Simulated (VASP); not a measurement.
# Sr (Fm-3m) in VASP: a series of runs

Runs on Sr. Level: LDA. Tasks: single point, relaxation of cell and atoms.

Everything below comes from runs of VASP 6.6.1. Logs are shortened: lines on timing, memory, paths and dates and some standing lists are left out, and cuts for length are marked.

## 1. The cell of the first run

Symmetry: Fm-3m, No. 225, cubic system. The conventional cell has a = 6.067 Å, b = 6.067 Å, c = 6.067 Å, α = 90.00°, β = 90.00°, γ = 90.00°. Sr (site symmetry m-3m) has 12 Sr at 4.29 Å within 5.6 Å.

## 2. Single point, LDA

INCAR reads:

```
PREC = Accurate
ENCUT = 520
EDIFF = 1E-6
ISMEAR = 0
SIGMA = 0.1
LREAL = F
LASPH = T
NELM = 100
ALGO = Normal
ISIF = 2
LWAVE = F
LCHARG = F
NBANDS = 11
```

KPOINTS reads:

```
Automatic mesh
0
Gamma
  6 6 6
```

POSCAR reads:

```
Sr
1.0
    0.0000000000      3.0336031300      3.0336031300
    3.0336031300      0.0000000000      3.0336031300
    3.0336031300      3.0336031300      0.0000000000
Sr
1
Direct
    0.0000000000      0.0000000000      0.0000000000
```

Potentials or basis: VASP PAW LDA potentials, release 64 (Sr_sv).

Run with:

```bash
cat potpaw_LDA.64/Sr_sv/POTCAR > POTCAR
mpirun -np 1 vasp_std > vasp.out
```

OUTCAR:

```text
PREC = Accurate
   ENCUT = 520
   EDIFF = 1E-6
   ISMEAR = 0
   LREAL = F
   LASPH = T
   NELM = 100
   ISIF = 2

 ion  position               nearest neighbor table
   1  0.000  0.000  0.000-

  LATTYP: Found a face centered cubic cell.
 ALAT       =     6.0672062600

  Lattice vectors:

 A1 = (   0.0000000000,   3.0336031300,   3.0336031300)
 A2 = (   3.0336031300,   0.0000000000,   3.0336031300)
 A3 = (   3.0336031300,   3.0336031300,   0.0000000000)

Analysis of symmetry for initial positions (statically):
=====================================================================
 Subroutine PRICEL returns:
 Original cell was already a primitive cell.

 Routine SETGRP: Setting up the symmetry group for a
 face centered cubic supercell.

 Subroutine GETGRP returns: Found 48 space group operations
 (whereof 48 operations were pure point group operations)
 out of a pool of 48 trial point group operations.

The static configuration has the point symmetry O_h .

Analysis of symmetry for dynamics (positions and initial velocities):
=====================================================================
 Subroutine PRICEL returns:
 Original cell was already a primitive cell.

 Routine SETGRP: Setting up the symmetry group for a
 face centered cubic supercell.

 Subroutine GETGRP returns: Found 48 space group operations
 (whereof 48 operations were pure point group operations)
 out of a pool of 48 trial point group operations.

The dynamic configuration has the point symmetry O_h .

 Subroutine INISYM returns: Found 48 space group operations
 (whereof 48 operations are pure point group operations),
 and found     1 'primitive' translations

----------------------------------------------------------------------------------------

                                     Primitive cell

  volume of cell :      55.8350

  direct lattice vectors                    reciprocal lattice vectors
     0.000000000  3.033603130  3.033603130    -0.164820505  0.164820505  0.164820505
     3.033603130  0.000000000  3.033603130     0.164820505 -0.164820505  0.164820505
     3.033603130  3.033603130  0.000000000     0.164820505  0.164820505 -0.164820505

  length of vectors
     4.290162689  4.290162689  4.290162689     0.285477489  0.285477489  0.285477489

  position of ions in fractional coordinates (direct lattice)
     0.000000000  0.000000000  0.000000000

  ion indices of the primitive-cell ions
   primitive index   ion index
                 1           1

----------------------------------------------------------------------------------------

 KPOINTS: Automatic mesh

Automatic generation of k-mesh.
 Grid dimensions read from file:
 generate k-points for:    6    6    6

 Generating k-lattice:

  Cartesian coordinates                     Fractional coordinates (reciprocal lattice)
    -0.027470084  0.027470084  0.027470084     0.166666667  0.000000000  0.000000000
     0.027470084 -0.027470084  0.027470084     0.000000000  0.166666667  0.000000000
     0.027470084  0.027470084 -0.027470084     0.000000000  0.000000000  0.166666667

  Length of vectors
     0.047579581  0.047579581  0.047579581

  Shift w.r.t. Gamma in fractional coordinates (k-lattice)
     0.000000000  0.000000000  0.000000000

 Subroutine IBZKPT returns following result:
 ===========================================

 Found     16 irreducible k-points:

 Following reciprocal coordinates:
            Coordinates               Weight
  0.000000  0.000000  0.000000      1.000000
  0.166667  0.000000  0.000000      8.000000
  0.333333  0.000000  0.000000      8.000000
  0.500000  0.000000  0.000000      4.000000
  0.166667  0.166667  0.000000      6.000000
  0.333333  0.166667  0.000000     24.000000
[... 8 lines left out ...]
 -0.333333  0.333333  0.166667     24.000000
 -0.333333  0.500000  0.166667     12.000000
   k-points           NKPTS =     16   k-points in BZ     NKDIM =     16   number of bands    NBANDS=     11
   number of dos      NEDOS =    301   number of ions     NIONS =      1
   total plane-waves  NPLWV =  32768
   dimension x,y,z NGX =    32 NGY =   32 NGZ =   32
   dimension x,y,z NGXF=    64 NGYF=   64 NGZF=   64
   ions per type =               1
   NGX,Y,Z   is equivalent  to a cutoff of  12.40, 12.40, 12.40 a.u.
   NGXF,Y,Z  is equivalent  to a cutoff of  24.80, 24.80, 24.80 a.u.
 SYSTEM =  unknown system
   PREC   = accura    normal or accurate (medium, high low for compatibility)
   ISTART =      0    job   : 0-new  1-cont  2-samecut
   ICHARG =      2    charge: 1-file 2-atom 10-const
   ISPIN  =      1    spin polarized calculation?
   LNONCOLLINEAR =      F non collinear calculations
   LSORBIT =      F    spin-orbit coupling
   LASPH  =      T    aspherical Exc in radial PAW
   ENCUT  =  520.0 eV  38.22 Ry    6.18 a.u.   7.98  7.98  7.98*2*pi/ulx,y,z
   NELM   =    100;   NELMIN=  2; NELMDL= -5     # of ELM steps
   EDIFF  = 0.1E-05   stopping-criterion for ELM
   LREAL  =      F    real-space projection
   EDIFFG = 0.1E-04   stopping-criterion for IOM
   NSW    =      0    number of steps for IOM
   IBRION =     -1    ionic relax: 0-MD 1-quasi-New 2-CG
   NFREE  =      0    steps in history (QN), initial steepest desc. (CG)
   ISIF   =      2    stress and relaxation
   ISYM   =      2    0-nonsym 1-usesym 2-fastsym
   POTIM  = 0.5000    time-step for ionic-motion
   TEBEG  =    0.0;   TEEND  =   0.0 temperature during run
   PSTRESS=    0.0 pullay stress
   NELECT =      10.0000    total number of electrons
   NUPDOWN=      -1.0000    fix difference up-down
   EMIN   =  10.00;   EMAX   =-10.00  energy-range for DOS
   EFERMI =   0.00;   METHOD = LEGACY
   ISMEAR =     0;   SIGMA  =   0.10  broadening in eV -4-tet -1-fermi 0-gaus
   EFERMI_NEDOS =   21; number of points for ismear=-14 and -15
   IALGO  =     38    algorithm
   IMIX   =      4    mixing-type and parameters
     AMIX     =   0.40;   BMIX     =  1.00
     AMIX_MAG =   1.60;   BMIX_MAG =  1.00
  volume/ion in A,a.u.               =      55.83       376.79
  Fermi-wavevector in a.u.,A,eV,Ry     =   0.922797  1.743833 11.586094  0.851554
  Thomas-Fermi vector in A             =   2.048363
   LORBIT       =      0    0 simple, 1 ext, 2 COOP (PROOUT), +10 PAW based schemes
   GGA     = CA    functional components
   LHFCALC =     F    Hartree Fock is set to
   AEXX    =    0.0000 exact exchange contribution
   IVDW    =     0    specifies the selected vdW correction
   LEPSILON=     F    determine dielectric tensor
   LRPA    =     F    only Hartree local field effects (RPA)
 non-spin polarized calculation
 Gauss-broadening in eV      SIGMA  =   0.10
  energy-cutoff  :      520.00
  volume of cell :       55.83
 maximum number of plane-waves:      1524
   NGX = 15   NGY = 15   NGZ = 15

 number of electron      10.0000000 magnetization

 Free energy of the ion-electron system (eV)
  ---------------------------------------------------
  ext. energy  EPLUGINS =         0.00000000
  ---------------------------------------------------
  free energy    TOTEN  =        -1.84129099 eV

  energy without entropy =       -1.83045561  energy(sigma->0) =       -1.83587330

 E-fermi :   1.3665     XC(G=0):  -7.5076

 val. band max:        1.3206376007   @ k =  -0.3333   0.3333   0.1667
 cond. band min:       1.4134210055   @ k =  -0.3333   0.3333   0.1667
 fundamental gap:      0.0927834048
 Fermi energy:         1.3664540645

 k-point     1 :       0.0000    0.0000    0.0000
  band No.  band energies     occupation
      1     -35.1049      2.00000
      2     -17.0914      2.00000
      3     -17.0914      2.00000
      4     -17.0914      2.00000
      5      -2.2682      2.00000
      6       3.5985      0.00000
      7       3.5985      0.00000
      8       3.5985      0.00000
      9       5.0268      0.00000
     10       5.0268      0.00000
     11       8.4991      0.00000

 k-point     2 :       0.1667    0.0000    0.0000
  band No.  band energies     occupation
      1     -35.1015      2.00000
      2     -17.1402      2.00000
      3     -17.0981      2.00000
      4     -17.0981      2.00000
      5      -1.8346      2.00000
      6       3.0445      0.00000
      7       3.7538      0.00000
      8       3.7538      0.00000
      9       4.8665      0.00000
     10       4.8665      0.00000
     11       8.8854      0.00000

 k-point     3 :       0.3333    0.0000    0.0000
  band No.  band energies     occupation
      1     -35.0948      2.00000
      2     -17.2355      2.00000
      3     -17.1113      2.00000
      4     -17.1113      2.00000
      5      -0.7183      2.00000
      6       2.1238      0.00000
      7       3.6256      0.00000
      8       3.6256      0.00000
      9       5.3776      0.00000
     10       5.3776      0.00000
     11       7.4350      0.00000

 k-point     4 :       0.5000    0.0000    0.0000
  band No.  band energies     occupation
      1     -35.0915      2.00000
      2     -17.2822      2.00000
      3     -17.1178      2.00000
      4     -17.1178      2.00000
      5       0.2076      2.00000
      6       1.4810      0.10514
      7       3.4556      0.00000
      8       3.4556      0.00000
      9       6.0522      0.00000
     10       6.0522      0.00000
     11       6.7328      0.00000

 k-point     5 :       0.1667    0.1667    0.0000
  band No.  band energies     occupation
      1     -35.1004      2.00000
      2     -17.1387      2.00000
      3     -17.1090      2.00000
      4     -17.1090      2.00000
      5      -1.6913      2.00000
      6       2.9230      0.00000
      7       3.8937      0.00000
      8       3.8937      0.00000
      9       4.1476      0.00000
     10       5.2481      0.00000
     11       9.8617      0.00000
[... 99 lines left out ...]
 k-point    13 :       0.5000    0.5000    0.0000
  band No.  band energies     occupation
      1     -35.0871      2.00000
      2     -17.2711      2.00000
      3     -17.1613      2.00000
      4     -17.1613      2.00000
      5       0.7226      2.00000
      6       1.6740      0.00001
      7       2.4346      0.00000
      8       6.0579      0.00000
      9       6.3495      0.00000
     10       6.3495      0.00000
     11       6.6074      0.00000

 k-point    14 :       0.5000    0.3333    0.1667
  band No.  band energies     occupation
      1     -35.0904      2.00000
      2     -17.2338      2.00000
      3     -17.1691      2.00000
      4     -17.1343      2.00000
      5       0.2054      2.00000
      6       2.0429      0.00000
      7       2.4846      0.00000
      8       4.2769      0.00000
      9       5.0346      0.00000
     10       6.2900      0.00000
     11       7.0601      0.00000

 k-point    15 :      -0.3333    0.3333    0.1667
  band No.  band energies     occupation
      1     -35.0881      2.00000
      2     -17.2396      2.00000
      3     -17.1921      2.00000
      4     -17.1451      2.00000
      5       1.3206      1.48298
      6       1.4134      0.50655
      7       2.3238      0.00000
      8       3.9629      0.00000
      9       5.4249      0.00000
     10       6.3968      0.00000
     11       6.5244      0.00000

 k-point    16 :      -0.3333    0.5000    0.1667
  band No.  band energies     occupation
      1     -35.0870      2.00000
      2     -17.2439      2.00000
      3     -17.1890      2.00000
      4     -17.1626      2.00000
      5       1.1994      1.98187
      6       1.8151      0.00000
      7       2.1850      0.00000
      8       4.0001      0.00000
      9       6.3532      0.00000
     10       6.4722      0.00000
     11       6.6248      0.00000

------------------------ aborting loop because EDIFF is reached ----------------------------------------

  FORCE on cell =-STRESS in cart. coord.  units (eV):
  Direction    XX          YY          ZZ          XY          YZ          ZX
  --------------------------------------------------------------------------------------
  -------------------------------------------------------------------------------------
  Total       -0.5166998     -0.5166998     -0.5166998     -0.0000000      0.0000000      0.0000000
  in kB      -14.8266352    -14.8266352    -14.8266352     -0.0000000      0.0000000      0.0000000
  external PRESSURE =     -14.8266352 kB  Pullay stress =       0.0000000 kB

 VOLUME and BASIS-vectors are now :
 -----------------------------------------------------------------------------
  energy-cutoff  :      520.00
  volume of cell :       55.83
      direct lattice vectors                 reciprocal lattice vectors
     0.000000000  3.033603130  3.033603130    -0.164820505  0.164820505  0.164820505
     3.033603130  0.000000000  3.033603130     0.164820505 -0.164820505  0.164820505
     3.033603130  3.033603130  0.000000000     0.164820505  0.164820505 -0.164820505

 POSITION                                       TOTAL-FORCE (eV/Angst)
 -----------------------------------------------------------------------------------
      0.00000      0.00000      0.00000         0.000000     -0.000000     -0.000000
 -----------------------------------------------------------------------------------
    total drift:                                0.000000      0.000000      0.000000

  FREE ENERGIE OF THE ION-ELECTRON SYSTEM (eV)
  ---------------------------------------------------
  free  energy   TOTEN  =        -1.8412909878 eV

  energy  without entropy=       -1.8304556128  energy(sigma->0) =       -1.83587330
```

It took 3.7 s on 1 thread of Intel Xeon 6975P-C (Granite Rapids), shared host; peak memory 0.15 GiB.

What came out:

```
Free energy : -1.8413 eV
Pressure    : -1.5 GPa
```

## 3. Single point, LDA

This run uses another cell than the first one, of 48.39 Å³/atom.

INCAR reads:

```
SYSTEM = Sr
ALGO = Normal ; EDIFF = 1E-6
ENCUT = 520 ; ISIF = 2
ISMEAR = 0 ; LASPH = .TRUE.
LCHARG = .FALSE. ; LREAL = .FALSE.
LWAVE = .FALSE. ; NBANDS = 11
NELM = 80 ; PREC = Accurate
SIGMA = 0.01
```

KPOINTS reads:

```
k-points
0
G
  14 14 14
  0 0 0
```

POSCAR reads:

```
Sr
1.0
    0.0000000000      2.8922972281      2.8922972281
    2.8922972281      0.0000000000      2.8922972281
    2.8922972281      2.8922972281      0.0000000000
Sr
1
Direct
    0.0000000000      0.0000000000      0.0000000000
```

Potentials or basis: VASP PAW LDA potentials, release 64 (Sr_sv).

Run with:

```bash
cat potpaw_LDA.64/Sr_sv/POTCAR > POTCAR
mpirun -np 1 vasp_std > vasp.out
```

It took 17 s on 1 thread of Intel Xeon 6975P-C (Granite Rapids), shared host; peak memory 0.18 GiB.

Results (log left out):

```
Free energy : -1.8989 eV
Pressure    : 0.0 GPa
```

Levels at points of the mesh, in eV from the Fermi level:
| k point | band 2 | band 3 | band 4 | band 5 | band 6 | band 7 | band 8 | band 9 |
| --- | --- | --- | --- | --- | --- | --- | --- | --- |
| (0.00, 0.00, 0.00) | -18.21 | -18.21 | -18.21 | -3.89 | 2.33 | 2.33 | 2.33 | 4.01 |
| (0.50, 0.00, 0.00) | -18.53 | -18.25 | -18.25 | -1.28 | 0.28 | 2.16 | 2.16 | 5.22 |
| (0.50, 0.50, 0.00) | -18.51 | -18.33 | -18.33 | -0.86 | 0.13 | 1.38 | 5.23 | 5.57 |

## 4. Single point, LDA

This run uses another cell than the first one, of 48.43 Å³/atom.

INCAR reads:

```
  PREC = Accurate
  ENCUT = 520
  EDIFF = 1E-7
  ISMEAR = 0
  SIGMA = 0.01
  LREAL = F
  LASPH = T
  NELM = 80
  ALGO = Normal
  ISIF = 2
  LWAVE = F
  LCHARG = T
  GGA = CA
  LELF = T
  LVHAR = T
  NBANDS = 11
```

KPOINTS reads:

```
regular mesh
0
Gamma
  16 16 16
```

POSCAR reads:

```
Sr
1.0
    0.0000000000      2.8931181622      2.8931181622
    2.8931181622      0.0000000000      2.8931181622
    2.8931181622      2.8931181622      0.0000000000
Sr
1
Direct
    0.0000000000      0.0000000000      0.0000000000
```

Run with:

```bash
cat potpaw_LDA.64/Sr_sv/POTCAR > POTCAR
mpirun -np 1 vasp_std > vasp.out
```

Wall time 31 s (1 thread of Intel Xeon 6975P-C (Granite Rapids), shared host); peak memory 0.2 GiB.

The run converged. Its results:

* Free energy: -1.8979 eV
* Pressure: 0.0 GPa

Levels at points of the mesh, in eV from the Fermi level:
```csv
k point,band 1,band 2,band 3,band 4,band 5,band 6,band 7,band 8,band 9,band 10
"(0.00, 0.00, 0.00)",-36.25,-18.20,-18.20,-18.20,-3.88,2.35,2.35,2.35,4.02,4.02
"(0.50, 0.00, 0.00)",-36.22,-18.51,-18.24,-18.24,-1.27,0.30,2.18,2.18,5.23,5.23
"(0.50, 0.50, 0.00)",-36.21,-18.49,-18.31,-18.31,-0.84,0.14,1.39,5.24,5.58,5.58
```

(Continued in part 2 of 2.)
